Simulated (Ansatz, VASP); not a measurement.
## HfWS5: VASP beside Ansatz

INCAR

```
  PREC = Accurate
  ENCUT = 600
  EDIFF = 1E-7
  ISMEAR = 0
  SIGMA = 0.1
  LREAL = False
  LASPH = True
  NELM = 100
  ALGO = Normal
  ISIF = 3
  LWAVE = False
  LCHARG = False
  GGA = PE
  IBRION = 2
  NSW = 90
  EDIFFG = -0.04
```

KPOINTS

```
Automatic mesh
0
Gamma
  4 4 4
```

The input POSCAR:

```
HfWS5
1.0
    4.3391516782      0.0000000000      0.0000000000
    0.0000000000      4.3391516782      0.0000000000
    0.0000000000      0.0000000000      6.1726657352
Hf W S
1 1 5
Direct
    0.5000000000      0.5000000000      0.0000000000
    0.0000000000      0.0000000000      0.5000000000
    0.0000000000      0.5000000000      0.2837056647
    0.0000000000      0.5000000000      0.7162943353
    0.5000000000      0.0000000000      0.2837056647
    0.5000000000      0.0000000000      0.7162943353
    0.0000000000      0.0000000000      0.0000000000
```

Input for Ansatz:

```yaml
crystal:
  lattice:
    - [4.3391516782, 0.0, 0.0]
    - [0.0, 4.3391516782, 0.0]
    - [0.0, 0.0, 6.1726657352]
  atoms:
    - { symbol: Hf, position: [0.5, 0.5, 0.0] }
    - { symbol: W, position: [0.0, 0.0, 0.5] }
    - { symbol: S, position: [0.0, 0.5, 0.2837056647] }
    - { symbol: S, position: [0.0, 0.5, 0.7162943353] }
    - { symbol: S, position: [0.5, 0.0, 0.2837056647] }
    - { symbol: S, position: [0.5, 0.0, 0.7162943353] }
    - { symbol: S, position: [0.0, 0.0, 0.0] }
basis:
  ecutwfc: 420
kpoints:
  mp_grid: { grid: [4, 4, 4] }
hamiltonian:
  xc: pbe
scf:
  occupations: { method: gaussian, width: 0.1 }
  lower_state_search: "off"
output:
  forces: true
  stress: true
  eigenvalues: true
relax:
  adjacent_minimum: "off"
  f_tol: 0.04
  max_steps: 70
  cell: { stress_tol: 0.4 }
```

Change from the starting cell: species swapped into the InPPd5 type (P4/mmm, No. 123).

Alike in both runs: task relaxation of cell and atoms; functional PBE; k mesh 4 × 4 × 4; occupations gaussian, width 0.1 eV; no spin polarisation.

|  | VASP | Ansatz |
| --- | --- | --- |
| version | VASP 6.6.1 | Ansatz 0.2.0 |
| potentials or method | VASP PAW PBE potentials, release 64 (Hf_pv, W_sv, S), cutoff 600 eV | scalar-relativistic, plane waves, PAW |
| valence electrons in the cell | 54 | 70 |

```tsv
	VASP	Ansatz	Ansatz less VASP
gap on the k mesh at the Fermi level, each at its own relaxed structure (eV)	none	none	-
relaxed volume (Å³/atom)	16.66	16.69	+0.037
relaxed length of the cell vector where the two differ most in proportion (Å)	6.098	6.107	+0.0086
```

A gap of «none» marks a metal or a gap that the smearing closes. VASP's potentials hold 54 valence electrons a cell and Ansatz's 70, so a difference there can come from the potentials and not from the codes.

The k mesh is coarse, so the values compare programs but aren't converged. Spin-orbit coupling is off throughout.
